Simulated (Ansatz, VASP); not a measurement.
# One calculation of BiOs2, two programs

The input INCAR:

```
  PREC = Accurate
  ENCUT = 600
  EDIFF = 1E-6
  ISMEAR = 0
  SIGMA = 0.1
  LREAL = F
  LASPH = T
  NELM = 100
  ALGO = Fast
  ISIF = 3
  LWAVE = F
  LCHARG = F
  GGA = PE
  IBRION = 2
  NSW = 100
  EDIFFG = -0.01
```

The input KPOINTS:

```
regular mesh
0
Gamma
  8 8 8
```

The input POSCAR:

```
BiOs2
1.0
    0.0000000000      3.8683908263      3.8683908263
    3.8683908263      0.0000000000      3.8683908263
    3.8683908263      3.8683908263      0.0000000000
Bi Os
2 4
Direct
    0.0000000000      0.0000000000      0.0000000000
    0.2500000000      0.2500000000      0.2500000000
    0.6250000000      0.6250000000      0.6250000000
    0.1250000000      0.6250000000      0.6250000000
    0.6250000000      0.6250000000      0.1250000000
    0.6250000000      0.1250000000      0.6250000000
```

Input for Ansatz:

```yaml
crystal:
  lattice:
    - [0.0, 3.8683908263, 3.8683908263]
    - [3.8683908263, 0.0, 3.8683908263]
    - [3.8683908263, 3.8683908263, 0.0]
  atoms:
    - { symbol: Bi, position: [0.0, 0.0, 0.0] }
    - { symbol: Bi, position: [0.25, 0.25, 0.25] }
    - { symbol: Os, position: [0.625, 0.625, 0.625] }
    - { symbol: Os, position: [0.125, 0.625, 0.625] }
    - { symbol: Os, position: [0.625, 0.625, 0.125] }
    - { symbol: Os, position: [0.625, 0.125, 0.625] }
basis:
  ecutwfc: 420
kpoints:
  mp_grid: { grid: [8, 8, 8] }
hamiltonian:
  xc: pbe
scf:
  occupations: { method: gaussian, width: 0.1 }
output:
  forces: true
  stress: true
  eigenvalues: true
relax:
  adjacent_minimum: "off"
  f_tol: 0.01
  max_steps: 80
  cell: { stress_tol: 0.05 }
```

Alike in both runs: task relaxation of cell and atoms; functional PBE; k mesh 8 × 8 × 8; occupations gaussian, width 0.1 eV; no spin polarisation.

|  | VASP | Ansatz |
| --- | --- | --- |
| version | VASP 6.6.1 | Ansatz 0.2.0 |
| potentials or method | VASP PAW PBE potentials, release 64 (Bi_d, Os), cutoff 600 eV | scalar-relativistic, plane waves, PAW |
| valence electrons in the cell | 62 | 94 |

```csv
,VASP,Ansatz,Ansatz less VASP
"gap on the k mesh at the Fermi level, each at its own relaxed structure (eV)",none,none,-
relaxed volume (Å³/atom),18.85,18.84,-0.007
relaxed cell length with the largest relative difference (Å),5.428,5.428,-0.0006
```

A gap of «none» marks a metal or a gap that the smearing closes. VASP's potentials hold 62 valence electrons a cell and Ansatz's 94, so a difference there can come from the potentials and not from the codes.

Neither program's run includes spin-orbit coupling.
